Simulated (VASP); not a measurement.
# S (Fm-3m) in VASP: a series of runs

The runs below take S through relaxation of cell and atoms, with PBE.

Everything below comes from runs of VASP 6.6.1. Logs are shortened: lines on timing, memory, paths and dates and some standing lists are left out, and cuts for length are marked.

## Step 1: The cell of the first run

The structure is cubic, space group Fm-3m (No. 225). The conventional cell has a = 4.200 Å, b = 4.200 Å, c = 4.200 Å, α = 90.00°, β = 90.00°, γ = 90.00°. Within 3.9 Å of S (site symmetry m-3m) lie 12 S at 2.97 Å.

This isn't the form of S at room conditions, which is orthorhombic, of S8 rings.

## Step 2: Relaxation of cell and atoms, PBE, target pressure 10 GPa, at which the enthalpy is minimised

INCAR

```
PREC = Accurate ; ENCUT = 500
EDIFF = 1E-7 ; ISMEAR = 0
SIGMA = 0.1 ; LREAL = F
LASPH = T ; NELM = 120
ALGO = Normal ; ISIF = 3
LWAVE = F ; LCHARG = F
GGA = PE ; IBRION = 2
NSW = 80 ; EDIFFG = -0.03
PSTRESS = 100.0 ; GGA_COMPAT = F
NELMIN = 4
```

KPOINTS

```
Automatic mesh
0
Gamma
  18 18 18
```

POSCAR

```
S
1.0
    0.0000000000      2.1000000000      2.1000000000
    2.1000000000      0.0000000000      2.1000000000
    2.1000000000      2.1000000000      0.0000000000
S
1
Direct
    0.0000000000      0.0000000000      0.0000000000
```

Potentials or basis: VASP PAW PBE potentials, release 64 (S).

Run with:

```sh
cat potpaw_PBE.64/S/POTCAR > POTCAR
mpirun -np 1 vasp_std > vasp.out
```

OUTCAR:

```text
PREC = Accurate
   ENCUT = 500
   EDIFF = 1E-7
   ISMEAR = 0
   LREAL = F
   LASPH = T
   NELM = 120
   ISIF = 3
   GGA = PE
   IBRION = 2
   NSW = 80
   EDIFFG = -0.03
   PSTRESS = 100.0
   NELMIN = 4

 ion  position               nearest neighbor table
   1  0.000  0.000  0.000-

  LATTYP: Found a face centered cubic cell.
 ALAT       =     4.2000000000

  Lattice vectors:

 A1 = (   0.0000000000,   2.1000000000,   2.1000000000)
 A2 = (   2.1000000000,   0.0000000000,   2.1000000000)
 A3 = (   2.1000000000,   2.1000000000,   0.0000000000)

Analysis of symmetry for initial positions (statically):
=====================================================================
 Subroutine PRICEL returns:
 Original cell was already a primitive cell.

 Routine SETGRP: Setting up the symmetry group for a
 face centered cubic supercell.

 Subroutine GETGRP returns: Found 48 space group operations
 (whereof 48 operations were pure point group operations)
 out of a pool of 48 trial point group operations.

The static configuration has the point symmetry O_h .

Analysis of symmetry for dynamics (positions and initial velocities):
=====================================================================
 Subroutine PRICEL returns:
 Original cell was already a primitive cell.

 Routine SETGRP: Setting up the symmetry group for a
 face centered cubic supercell.

 Subroutine GETGRP returns: Found 48 space group operations
 (whereof 48 operations were pure point group operations)
 out of a pool of 48 trial point group operations.

The dynamic configuration has the point symmetry O_h .

 Subroutine INISYM returns: Found 48 space group operations
 (whereof 48 operations are pure point group operations),
 and found     1 'primitive' translations

----------------------------------------------------------------------------------------

                                     Primitive cell

  volume of cell :      18.5220

  direct lattice vectors                    reciprocal lattice vectors
     0.000000000  2.100000000  2.100000000    -0.238095238  0.238095238  0.238095238
     2.100000000  0.000000000  2.100000000     0.238095238 -0.238095238  0.238095238
     2.100000000  2.100000000  0.000000000     0.238095238  0.238095238 -0.238095238

  length of vectors
     2.969848481  2.969848481  2.969848481     0.412393049  0.412393049  0.412393049

  position of ions in fractional coordinates (direct lattice)
     0.000000000  0.000000000  0.000000000

  ion indices of the primitive-cell ions
   primitive index   ion index
                 1           1

----------------------------------------------------------------------------------------

 KPOINTS: Automatic mesh

Automatic generation of k-mesh.
 Grid dimensions read from file:
 generate k-points for:   18   18   18

 Generating k-lattice:

  Cartesian coordinates                     Fractional coordinates (reciprocal lattice)
    -0.013227513  0.013227513  0.013227513     0.055555556  0.000000000  0.000000000
     0.013227513 -0.013227513  0.013227513     0.000000000  0.055555556  0.000000000
     0.013227513  0.013227513 -0.013227513     0.000000000  0.000000000  0.055555556

  Length of vectors
     0.022910725  0.022910725  0.022910725

  Shift w.r.t. Gamma in fractional coordinates (k-lattice)
     0.000000000  0.000000000  0.000000000

 Subroutine IBZKPT returns following result:
 ===========================================

 Found    195 irreducible k-points:

 Following reciprocal coordinates:
            Coordinates               Weight
  0.000000  0.000000  0.000000      1.000000
  0.055556  0.000000  0.000000      8.000000
  0.111111  0.000000  0.000000      8.000000
  0.166667  0.000000  0.000000      8.000000
  0.222222  0.000000  0.000000      8.000000
  0.277778  0.000000  0.000000      8.000000
[... 16 lines left out ...]
 -0.277778  0.055556  0.000000     24.000000
 -0.222222  0.055556  0.000000     24.000000
 [... further k-points ...]
   k-points           NKPTS =    195   k-points in BZ     NKDIM =    195   number of bands    NBANDS=      7
   number of dos      NEDOS =    301   number of ions     NIONS =      1
   total plane-waves  NPLWV =  13824
   dimension x,y,z NGX =    24 NGY =   24 NGZ =   24
   dimension x,y,z NGXF=    48 NGYF=   48 NGZF=   48
   ions per type =               1
   NGX,Y,Z   is equivalent  to a cutoff of  13.43, 13.43, 13.43 a.u.
   NGXF,Y,Z  is equivalent  to a cutoff of  26.87, 26.87, 26.87 a.u.
 SYSTEM =  unknown system
   PREC   = accura    normal or accurate (medium, high low for compatibility)
   ISTART =      0    job   : 0-new  1-cont  2-samecut
   ICHARG =      2    charge: 1-file 2-atom 10-const
   ISPIN  =      1    spin polarized calculation?
   LNONCOLLINEAR =      F non collinear calculations
   LSORBIT =      F    spin-orbit coupling
   LASPH  =      T    aspherical Exc in radial PAW
   ENCUT  =  500.0 eV  36.75 Ry    6.06 a.u.   5.41  5.41  5.41*2*pi/ulx,y,z
   NELM   =    120;   NELMIN=  4; NELMDL= -5     # of ELM steps
   EDIFF  = 0.1E-06   stopping-criterion for ELM
   LREAL  =      F    real-space projection
   EDIFFG = -.3E-01   stopping-criterion for IOM
   NSW    =     80    number of steps for IOM
   IBRION =      2    ionic relax: 0-MD 1-quasi-New 2-CG
   NFREE  =      1    steps in history (QN), initial steepest desc. (CG)
   ISIF   =      3    stress and relaxation
   ISYM   =      2    0-nonsym 1-usesym 2-fastsym
   POTIM  = 0.5000    time-step for ionic-motion
   TEBEG  =    0.0;   TEEND  =   0.0 temperature during run
   PSTRESS=  100.0 pullay stress
   NELECT =       6.0000    total number of electrons
   NUPDOWN=      -1.0000    fix difference up-down
   EMIN   =  10.00;   EMAX   =-10.00  energy-range for DOS
   EFERMI =   0.00;   METHOD = LEGACY
   ISMEAR =     0;   SIGMA  =   0.10  broadening in eV -4-tet -1-fermi 0-gaus
   EFERMI_NEDOS =   21; number of points for ismear=-14 and -15
   IALGO  =     38    algorithm
   IMIX   =      4    mixing-type and parameters
     AMIX     =   0.40;   BMIX     =  1.00
     AMIX_MAG =   1.60;   BMIX_MAG =  1.00
  volume/ion in A,a.u.               =      18.52       124.99
  Fermi-wavevector in a.u.,A,eV,Ry     =   1.124336  2.124686 17.199540  1.264130
  Thomas-Fermi vector in A             =   2.261007
   LORBIT       =      0    0 simple, 1 ext, 2 COOP (PROOUT), +10 PAW based schemes
   GGA     = PE    functional components
   LHFCALC =     F    Hartree Fock is set to
   AEXX    =    0.0000 exact exchange contribution
   IVDW    =     0    specifies the selected vdW correction
   LEPSILON=     F    determine dielectric tensor
   LRPA    =     F    only Hartree local field effects (RPA)
 conjugate gradient relaxation of ions
 non-spin polarized calculation
 Gauss-broadening in eV      SIGMA  =   0.10
  energy-cutoff  :      500.00
  volume of cell :       18.52
 maximum number of plane-waves:       493
 NGX is ok and might be reduce to    24
   NGX = 11   NGY = 11   NGZ = 11

--------------------------------------- Ionic step        1  -------------------------------------------

 number of electron       5.9999999 magnetization

 Free energy of the ion-electron system (eV)
  ---------------------------------------------------
  ext. energy  EPLUGINS =         0.00000000
  ---------------------------------------------------
  free energy    TOTEN  =        -2.74617830 eV

  energy without entropy =       -2.74048303  energy(sigma->0) =       -2.74333066

------------------------ aborting loop because EDIFF is reached ----------------------------------------

  FORCE on cell =-STRESS in cart. coord.  units (eV):
  Direction    XX          YY          ZZ          XY          YZ          ZX
  --------------------------------------------------------------------------------------
  -------------------------------------------------------------------------------------
  Total       -1.0086302     -1.0086302     -1.0086302      0.0000000      0.0000000     -0.0000000
  in kB      -87.2478353    -87.2478353    -87.2478353      0.0000000      0.0000000     -0.0000000
  external PRESSURE =    -187.2478353 kB  Pullay stress =     100.0000000 kB

 VOLUME and BASIS-vectors are now :
 -----------------------------------------------------------------------------
  energy-cutoff  :      500.00
  volume of cell :       18.52
      direct lattice vectors                 reciprocal lattice vectors
     0.000000000  2.100000000  2.100000000    -0.238095238  0.238095238  0.238095238
     2.100000000  0.000000000  2.100000000     0.238095238 -0.238095238  0.238095238
     2.100000000  2.100000000  0.000000000     0.238095238  0.238095238 -0.238095238
[... 7 lines left out ...]
  FREE ENERGIE OF THE ION-ELECTRON SYSTEM (eV)
  ---------------------------------------------------
  free  energy   TOTEN  =        -2.7461782998 eV

  energy  without entropy=       -2.7404830264  energy(sigma->0) =       -2.74333066

  enthalpy is  TOTEN    =        -1.5901264912 eV   P V=        1.1560518086

--------------------------------------- Ionic step        2  -------------------------------------------

 number of electron       6.0000000 magnetization

 E-fermi :  10.1905     XC(G=0): -12.0244

 val. band max:       10.1868721601   @ k =   0.4444   0.2778   0.0000
 cond. band min:      10.2139821770   @ k =   0.3333   0.2778   0.0556
 fundamental gap:      0.0271100169
 Fermi energy:        10.1905204666

 k-point     1 :       0.0000    0.0000    0.0000
  band No.  band energies     occupation
      1      -8.4740      2.00000
      2      14.4057      0.00000
      3      14.4057      0.00000
      4      14.4057      0.00000
      5      22.3358      0.00000
      6      22.3358      0.00000
      7      22.3358      0.00000

 k-point     2 :       0.0556    0.0000    0.0000
  band No.  band energies     occupation
      1      -8.3872      2.00000
      2      13.8610      0.00000
      3      14.3240      0.00000
      4      14.3240      0.00000
      5      22.2455      0.00000
      6      22.5035      0.00000
      7      22.5035      0.00000
[... 248 lines left out ...]
  FREE ENERGIE OF THE ION-ELECTRON SYSTEM (eV)
  ---------------------------------------------------
  free  energy   TOTEN  =        -2.6951430550 eV

  energy  without entropy=       -2.6916197389  energy(sigma->0) =       -2.69338140

  enthalpy is  TOTEN    =        -1.8647649253 eV   P V=        0.8303781297

--------------------------------------- Ionic step        3  -------------------------------------------

 number of electron       6.0000000 magnetization

 Free energy of the ion-electron system (eV)
  ---------------------------------------------------
  ext. energy  EPLUGINS =         0.00000000
  ---------------------------------------------------
  free energy    TOTEN  =        -2.78602951 eV

  energy without entropy =       -2.78217391  energy(sigma->0) =       -2.78410171

 E-fermi :   9.0239     XC(G=0): -11.6720

 val. band max:        9.0193691618   @ k =   0.5000   0.2778   0.0556
 cond. band min:       9.0430162386   @ k =   0.5000   0.1667   0.0556
 fundamental gap:      0.0236470768
 Fermi energy:         9.0238681563

 k-point     1 :       0.0000    0.0000    0.0000
  band No.  band energies     occupation
      1      -8.8058      2.00000
      2      12.7743      0.00000
      3      12.7743      0.00000
      4      12.7743      0.00000
      5      21.1468      0.00000
      6      21.1468      0.00000
      7      21.1468      0.00000

 k-point     2 :       0.0556    0.0000    0.0000
  band No.  band energies     occupation
      1      -8.7247      2.00000
      2      12.2878      0.00000
      3      12.7049      0.00000
      4      12.7049      0.00000
      5      21.0313      0.00000
      6      21.2967      0.00000
      7      21.2967      0.00000
[... 242 lines left out ...]
 POSITION                                       TOTAL-FORCE (eV/Angst)
 -----------------------------------------------------------------------------------
      0.00000      0.00000      0.00000         0.000000      0.000000      0.000000
 -----------------------------------------------------------------------------------
    total drift:                                0.000000     -0.000000      0.000000

  FREE ENERGIE OF THE ION-ELECTRON SYSTEM (eV)
  ---------------------------------------------------
  free  energy   TOTEN  =        -2.7860295055 eV

  energy  without entropy=       -2.7821739119  energy(sigma->0) =       -2.78410171

  enthalpy is  TOTEN    =        -1.8938658541 eV   P V=        0.8921636514

 reached required accuracy - stopping structural energy minimisation
```

Run time: 18 s. Hardware: 1 thread of Intel Xeon 6975P-C (Granite Rapids), shared host; peak memory 0.15 GiB.

What came out:

```yaml
Free_energy: -2.7860 eV
Relaxed_volume: 14.29 Å³/atom
Relaxed_cell: a = 2.724 Å, b = 2.724 Å, c = 2.724 Å, α = 60.00°, β = 60.00°, γ = 60.00°
Space_group_after_relaxing_to_0.1_Å: Fm-3m (No. 225)
Energy_change_on_relaxing_the_run_minimises_the_enthalpy: -39.9 meV/atom
Ionic_steps: 3
Pressure_after_relaxing: 10.1 GPa
Band_gap_on_the_k_mesh: zero (bands 3 and 4 overlap by 6.74 eV)
```

The path:
```tsv
step	energy change (eV)	largest force (eV/Å)	pressure (GPa)	volume (Å³)
1	0.0000	0.0000	-8.72	18.52
2	0.0510	0.0000	19.93	13.30
3	-0.0399	0.0000	10.07	14.29
```

Final structure:
```xyz
1
Lattice="0.0000 1.9262 1.9262 1.9262 0.0000 1.9262 1.9262 1.9262 0.0000" Properties=species:S:1:pos:R:3 pbc="T T T"
S     0.0000    0.0000    0.0000
```

Caveat: the cell is relaxed towards a set pressure, so the run minimises the enthalpy, not the energy; the volume moved by over 15 % at a fixed basis, so the end points are rough.

(Continued in part 2 of 2.)

The gap in the log of VASP goes by the Fermi energy; the results here count the filled bands.